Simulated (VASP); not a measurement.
# Be (P6_3/mmc) in VASP: notebook

The runs below take Be through single point, relaxation of cell and atoms, with PBEsol.

Program: VASP 6.6.1. These are calculated values, not measurements. Logs are shortened: lines on timing, memory, paths and dates and some standing lists are left out, and cuts for length are marked.

## Step 1: The cell of the first run

Symmetry: P6_3/mmc, No. 194, hexagonal system. The conventional cell has a = 2.254 Å, b = 2.254 Å, c = 3.563 Å, α = 90.00°, β = 90.00°, γ = 120.00°. Within 2.9 Å of Be (site symmetry -6m2) lie 12 Be at 2.21 to 2.25 Å.

## Step 2: Single point, PBEsol

File INCAR:

```
SYSTEM = Be
ALGO = Normal ; EDIFF = 1E-7
ENCUT = 520 ; GGA = PS
ISIF = 2 ; ISMEAR = -1
LASPH = .True. ; LCHARG = .False.
LREAL = .False. ; LWAVE = .False.
NBANDS = 9 ; NELM = 60
PREC = Accurate ; SIGMA = 0.08
```

File KPOINTS:

```
k-points
0
Gamma
  18 18 10
  0 0 0
```

File POSCAR:

```
Be
1.0
    2.2535161646      0.0000000000      0.0000000000
   -1.1267580823      1.9516022464      0.0000000000
    0.0000000000      0.0000000000      3.5625072120
Be
2
Direct
    0.3333333333      0.6666666667      0.2500000000
    0.6666666667      0.3333333333      0.7500000000
```

Potentials or basis: VASP PAW PBE potentials, release 64 (Be).

The run is started by

```
> cat potpaw_PBE.64/Be/POTCAR > POTCAR
> mpirun -np 1 vasp_std > vasp.out
```

OUTCAR:

```text
SYSTEM = Be
   EDIFF = 1E-7
   ENCUT = 520
   GGA = PS
   ISIF = 2
   ISMEAR = -1
   LASPH = .True.
   LREAL = .False.
   NELM = 60
   PREC = Accurate

 ion  position               nearest neighbor table
   1  0.333  0.667  0.250-   2 2.21   2 2.21   2 2.21   2 2.21   2 2.21   2 2.21
   2  0.667  0.333  0.750-   1 2.21   1 2.21   1 2.21   1 2.21   1 2.21   1 2.21

  LATTYP: Found a hexagonal cell.
 ALAT       =     2.2535161646
 C/A-ratio  =     1.5808660563

  Lattice vectors:

 A1 = (   2.2535161646,   0.0000000000,   0.0000000000)
 A2 = (  -1.1267580823,   1.9516022464,   0.0000000000)
 A3 = (   0.0000000000,   0.0000000000,   3.5625072120)

Analysis of symmetry for initial positions (statically):
=====================================================================
 Subroutine PRICEL returns:
 Original cell was already a primitive cell.

 Routine SETGRP: Setting up the symmetry group for a
 hexagonal supercell.

 Subroutine GETGRP returns: Found 24 space group operations
 (whereof 12 operations were pure point group operations)
 out of a pool of 24 trial point group operations.

The static configuration has the point symmetry D_3d.
 The point group associated with its full space group is D_6h.

Analysis of symmetry for dynamics (positions and initial velocities):
=====================================================================
 Subroutine PRICEL returns:
 Original cell was already a primitive cell.

 Routine SETGRP: Setting up the symmetry group for a
 hexagonal supercell.

 Subroutine GETGRP returns: Found 24 space group operations
 (whereof 12 operations were pure point group operations)
 out of a pool of 24 trial point group operations.

The dynamic configuration has the point symmetry D_3d.
 The point group associated with its full space group is D_6h.

 Subroutine INISYM returns: Found 24 space group operations
 (whereof 12 operations are pure point group operations),
 and found     1 'primitive' translations

----------------------------------------------------------------------------------------

                                     Primitive cell

  volume of cell :      15.6678

  direct lattice vectors                    reciprocal lattice vectors
     2.253516165  0.000000000  0.000000000     0.443750977  0.256199746  0.000000000
    -1.126758082  1.951602246  0.000000000     0.000000000  0.512399492  0.000000000
     0.000000000  0.000000000  3.562507212     0.000000000  0.000000000  0.280701186

  length of vectors
     2.253516165  2.253516165  3.562507212     0.512399492  0.512399492  0.280701186

  position of ions in fractional coordinates (direct lattice)
     0.333333333  0.666666667  0.250000000
     0.666666667  0.333333333  0.750000000

  ion indices of the primitive-cell ions
   primitive index   ion index
                 1           1
                 2           2

----------------------------------------------------------------------------------------

 KPOINTS: k-points

Automatic generation of k-mesh.
 Grid dimensions read from file:
 generate k-points for:   18   18   10

 Generating k-lattice:

  Cartesian coordinates                     Fractional coordinates (reciprocal lattice)
     0.024652832  0.014233319  0.000000000     0.055555556 -0.000000000  0.000000000
     0.000000000  0.028466638  0.000000000     0.000000000  0.055555556  0.000000000
     0.000000000  0.000000000  0.028070119     0.000000000  0.000000000  0.100000000

  Length of vectors
     0.028466638  0.028466638  0.028070119

  Shift w.r.t. Gamma in fractional coordinates (k-lattice)
     0.000000000  0.000000000  0.000000000

 Subroutine IBZKPT returns following result:
 ===========================================

 Found    222 irreducible k-points:

 Following reciprocal coordinates:
            Coordinates               Weight
  0.000000  0.000000  0.000000      1.000000
  0.055556  0.000000  0.000000      6.000000
  0.111111  0.000000  0.000000      6.000000
  0.166667  0.000000  0.000000      6.000000
  0.222222  0.000000  0.000000      6.000000
  0.277778  0.000000  0.000000      6.000000
[... 16 lines left out ...]
  0.333333  0.111111  0.000000     12.000000
  0.388889  0.111111  0.000000     12.000000
 [... further k-points ...]
   k-points           NKPTS =    222   k-points in BZ     NKDIM =    222   number of bands    NBANDS=      9
   number of dos      NEDOS =    301   number of ions     NIONS =      2
   total plane-waves  NPLWV =   9072
   dimension x,y,z NGX =    18 NGY =   18 NGZ =   28
   dimension x,y,z NGXF=    36 NGYF=   36 NGZF=   56
   ions per type =               2
   NGX,Y,Z   is equivalent  to a cutoff of  13.28, 13.28, 13.07 a.u.
   NGXF,Y,Z  is equivalent  to a cutoff of  26.56, 26.56, 26.13 a.u.
 SYSTEM =  Be
   PREC   = accura    normal or accurate (medium, high low for compatibility)
   ISTART =      0    job   : 0-new  1-cont  2-samecut
   ICHARG =      2    charge: 1-file 2-atom 10-const
   ISPIN  =      1    spin polarized calculation?
   LNONCOLLINEAR =      F non collinear calculations
   LSORBIT =      F    spin-orbit coupling
   LASPH  =      T    aspherical Exc in radial PAW
   ENCUT  =  520.0 eV  38.22 Ry    6.18 a.u.   4.19  4.19  6.62*2*pi/ulx,y,z
   NELM   =     60;   NELMIN=  2; NELMDL= -5     # of ELM steps
   EDIFF  = 0.1E-06   stopping-criterion for ELM
   LREAL  =      F    real-space projection
   EDIFFG = 0.1E-05   stopping-criterion for IOM
   NSW    =      0    number of steps for IOM
   IBRION =     -1    ionic relax: 0-MD 1-quasi-New 2-CG
   NFREE  =      0    steps in history (QN), initial steepest desc. (CG)
   ISIF   =      2    stress and relaxation
   ISYM   =      2    0-nonsym 1-usesym 2-fastsym
   POTIM  = 0.5000    time-step for ionic-motion
   TEBEG  =    0.0;   TEEND  =   0.0 temperature during run
   PSTRESS=    0.0 pullay stress
   NELECT =       4.0000    total number of electrons
   NUPDOWN=      -1.0000    fix difference up-down
   EMIN   =  10.00;   EMAX   =-10.00  energy-range for DOS
   EFERMI =   0.00;   METHOD = LEGACY
   ISMEAR =    -1;   SIGMA  =   0.08  broadening in eV -4-tet -1-fermi 0-gaus
   EFERMI_NEDOS =   21; number of points for ismear=-14 and -15
   IALGO  =     38    algorithm
   IMIX   =      4    mixing-type and parameters
     AMIX     =   0.40;   BMIX     =  1.00
     AMIX_MAG =   1.60;   BMIX_MAG =  1.00
  volume/ion in A,a.u.               =       7.83        52.87
  Fermi-wavevector in a.u.,A,eV,Ry     =   1.038546  1.962567 14.674931  1.078577
  Thomas-Fermi vector in A             =   2.173035
   LORBIT       =      0    0 simple, 1 ext, 2 COOP (PROOUT), +10 PAW based schemes
   GGA     = PS    functional components
   LHFCALC =     F    Hartree Fock is set to
   AEXX    =    0.0000 exact exchange contribution
   IVDW    =     0    specifies the selected vdW correction
   LEPSILON=     F    determine dielectric tensor
   LRPA    =     F    only Hartree local field effects (RPA)
 non-spin polarized calculation
  energy-cutoff  :      520.00
  volume of cell :       15.67
 maximum number of plane-waves:       446
 NGX is ok and might be reduce to    18
   NGX =  9   NGY =  9   NGZ = 13

 number of electron       4.0000000 magnetization

 Free energy of the ion-electron system (eV)
  ---------------------------------------------------
  ext. energy  EPLUGINS =         0.00000000
  ---------------------------------------------------
  free energy    TOTEN  =        -7.99478709 eV

  energy without entropy =       -7.99092301  energy(sigma->0) =       -7.99285505

 E-fermi :   7.2304     XC(G=0): -10.6383

 val. band max:        7.1190947969   @ k =   0.2778   0.2778   0.1000
 cond. band min:       7.2711275879   @ k =   0.3333   0.2778   0.3000
 fundamental gap:      0.1520327910
 Fermi energy:         7.2303536501

 k-point     1 :       0.0000    0.0000    0.0000
  band No.  band energies     occupation
      1      -4.3034      2.00000
      2       2.5611      2.00000
      3       8.1805      0.00001
      4      23.2810      0.00000
      5      23.2810      0.00000
      6      26.1237      0.00000
      7      26.1237      0.00000
      8      28.0911      0.00000
      9      34.3957      0.00000

 k-point     2 :       0.0556    0.0000    0.0000
  band No.  band energies     occupation
      1      -4.2144      2.00000
      2       2.6786      2.00000
      3       8.2061      0.00001
      4      22.5316      0.00000
      5      22.7132      0.00000
      6      26.1311      0.00000
      7      26.4230      0.00000
      8      27.9325      0.00000
      9      32.9436      0.00000

 k-point     3 :       0.1111    0.0000    0.0000
  band No.  band energies     occupation
      1      -3.9472      2.00000
      2       3.0307      2.00000
      3       8.2774      0.00000
      4      20.7104      0.00000
      5      21.5806      0.00000
      6      26.0722      0.00000
      7      26.7063      0.00000
      8      27.3697      0.00000
      9      30.7810      0.00000

 k-point     4 :       0.1667    0.0000    0.0000
  band No.  band energies     occupation
      1      -3.5016      2.00000
      2       3.6163      2.00000
      3       8.3700      0.00000
      4      18.4769      0.00000
      5      20.3827      0.00000
      6      25.7496      0.00000
      7      26.1815      0.00000
      8      26.5444      0.00000
      9      28.6575      0.00000
[... 205 lines left out ...]
 k-point    22 :       0.2778    0.1111    0.0000
  band No.  band energies     occupation
      1      -0.8261      2.00000
      2       7.0818      1.72999
      3       7.8257      0.00117
      4      12.7517      0.00000
      5      15.8519      0.00000
      6      19.5108      0.00000
      7      21.7728      0.00000
      8      24.1523      0.00000
      9      27.2067      0.00000

 k-point    23 :       0.3333    0.1111    0.0000
  band No.  band energies     occupation
      1       0.3111      2.00000
      2       6.6207      1.99902
      3       8.5320      0.00000
      4      12.4565      0.00000
      5      15.0458      0.00000
      6      17.1649      0.00000
      7      20.6090      0.00000
      8      23.7808      0.00000
      9      26.4908      0.00000

 k-point    24 :       0.3889    0.1111    0.0000
  band No.  band energies     occupation
      1       1.5454      2.00000
      2       5.1607      2.00000
      3      10.0816      0.00000
      4      12.7387      0.00000
      5      14.3076      0.00000
      6      15.0426      0.00000
      7      19.8525      0.00000
      8      23.5510      0.00000
      9      26.0844      0.00000

 [... further k-points ...]

------------------------ aborting loop because EDIFF is reached ----------------------------------------

  FORCE on cell =-STRESS in cart. coord.  units (eV):
  Direction    XX          YY          ZZ          XY          YZ          ZX
  --------------------------------------------------------------------------------------
  -------------------------------------------------------------------------------------
  Total        0.0338447      0.0338447      0.0407713      0.0000000      0.0000000     -0.0000000
  in kB        3.4609351      3.4609351      4.1692400      0.0000000      0.0000000     -0.0000000
  external PRESSURE =       3.6970367 kB  Pullay stress =       0.0000000 kB

 VOLUME and BASIS-vectors are now :
 -----------------------------------------------------------------------------
  energy-cutoff  :      520.00
  volume of cell :       15.67
      direct lattice vectors                 reciprocal lattice vectors
     2.253516165  0.000000000  0.000000000     0.443750977  0.256199746  0.000000000
    -1.126758082  1.951602246  0.000000000     0.000000000  0.512399492  0.000000000
     0.000000000  0.000000000  3.562507212     0.000000000  0.000000000  0.280701186

 POSITION                                       TOTAL-FORCE (eV/Angst)
 -----------------------------------------------------------------------------------
     -0.00000      1.30107      0.89063         0.000000     -0.000000      0.000000
      1.12676      0.65053      2.67188        -0.000000      0.000000      0.000000
 -----------------------------------------------------------------------------------
    total drift:                                0.000000     -0.000000      0.000000

  FREE ENERGIE OF THE ION-ELECTRON SYSTEM (eV)
  ---------------------------------------------------
  free  energy   TOTEN  =        -7.9947870902 eV

  energy  without entropy=       -7.9909230082  energy(sigma->0) =       -7.99285505
```

It took 18 s on 1 thread of Intel Xeon Platinum 8259CL at 2.50GHz (Skylake/Cascade Lake), shared host; peak memory 0.14 GiB.

What came out:

```yaml
Free_energy: -7.9948 eV
Pressure: 0.4 GPa
Band_gap_on_the_k_mesh: zero (band 2 reaches 8.10 eV, above the bottom of band 3 at 6.01 eV)
```

Levels at points of the mesh, in eV from the Fermi level:
```tsv
k point	band 1	band 2	band 3	band 4	band 5	band 6
(0.00, 0.00, 0.00)	-11.53	-4.67	0.95	16.05	16.05	18.89
(0.50, 0.00, 0.00)	-5.19	-3.26	3.50	6.36	6.63	9.39
(0.00, 0.00, 0.50)	-9.38	-9.38	10.53	10.53	17.70	17.70
(0.50, 0.00, 0.50)	-3.80	-3.80	1.48	1.48	12.00	12.00
```

Caveat: the PAW data sets were made with another functional, which shifts forces and pressure a little.

## Step 3: Relaxation of cell and atoms, PBEsol

This run uses another cell than the first one, of 8.11 Å³/atom, 1.035 times its volume.

File INCAR:

```
SYSTEM = Be
PREC     = Accurate       ! precision mode
ENCUT    = 600            ! plane-wave cutoff, eV
EDIFF    = 1E-6           ! SCF threshold, eV
ISMEAR   = -1             ! smearing method
SIGMA    = 0.08           ! smearing width, eV
LREAL    = .False.        ! projectors in reciprocal space
LASPH    = .True.         ! aspherical terms in the spheres
NELM     = 100            ! most SCF steps
ALGO     = Normal         ! electronic algorithm
ISIF     = 3              ! what is computed and relaxed
LWAVE    = .False.        ! write WAVECAR
LCHARG   = .False.        ! write CHGCAR
GGA      = PS             ! functional
IBRION   = 2              ! ionic algorithm
NSW      = 100            ! ionic steps
EDIFFG   = -0.002         ! ionic threshold
```

File KPOINTS:

```
regular mesh
0
Gamma
  18 18 10
  0 0 0
```

File POSCAR:

```
Be
1.0
    2.2853000000      0.0000000000      0.0000000000
   -1.1426500000      1.9791278553      0.0000000000
    0.0000000000      0.0000000000      3.5842000000
Be
2
Direct
    0.3333333333      0.6666666667      0.2500000000
    0.6666666667      0.3333333333      0.7500000000
```

Potentials or basis: VASP PAW PBE potentials, release 64 (Be).

The run is started by

```
> cat potpaw_PBE.64/Be/POTCAR > POTCAR
> mpirun -np 1 vasp_std > vasp.out
```

Run time: 36 s. Hardware: 1 thread of Intel Xeon Platinum 8259CL at 2.50GHz (Skylake/Cascade Lake), shared host; peak memory 0.14 GiB.

It converged, with:

```
Free energy                            : -7.9949 eV
Relaxed volume                         : 7.86 Å³/atom
Relaxed cell                           : a = 2.256 Å, b = 2.256 Å, c = 3.566 Å, α = 90.00°, β = 90.00°, γ = 120.00°
Space group after relaxing (to 0.05 Å) : P6_3/mmc (No. 194)
Energy gained by relaxing              : 3.2 meV/atom
Ionic steps                            : 8
Pressure after relaxing                : 0.0 GPa
Band gap on the k mesh                 : zero (band 2 reaches 8.08 eV, above the bottom of band 3 at 5.99 eV)
```

Step by step:
```csv
step,energy change (eV),largest force (eV/Å),pressure (GPa),volume (Å³)
1,0.0000,0.0000,-3.58,16.21
2,-0.0061,0.0000,-0.56,15.79
3,-0.0063,0.0000,0.06,15.71
4,-0.0063,0.0000,0.14,15.70
5,-0.0063,0.0000,0.07,15.70
6,-0.0063,0.0000,0.06,15.71
7,-0.0063,0.0000,0.06,15.70
8,-0.0063,0.0000,0.01,15.71
```

Final structure:
```
Be
1.0
     2.25560    0.00000    0.00000
    -1.12780    1.95341    0.00000
     0.00000    0.00000    3.56608
Be
2
Direct
  0.33333 0.66667 0.25000
  0.66667 0.33333 0.75000
```

Levels at points of the mesh, in eV from the Fermi level:
```
           k point  band 1  band 2  band 3  band 4  band 5  band 6
(0.00, 0.00, 0.00)  -11.52   -4.66    0.94   16.02   16.02   18.85
(0.50, 0.00, 0.00)   -5.18   -3.26    3.49    6.35    6.60    9.37
(0.00, 0.00, 0.50)   -9.37   -9.37   10.50   10.50   17.66   17.66
(0.50, 0.00, 0.50)   -3.80   -3.80    1.47    1.47   11.97   11.97
```

Caveat: the PAW data sets were made with another functional, which shifts forces and pressure a little.
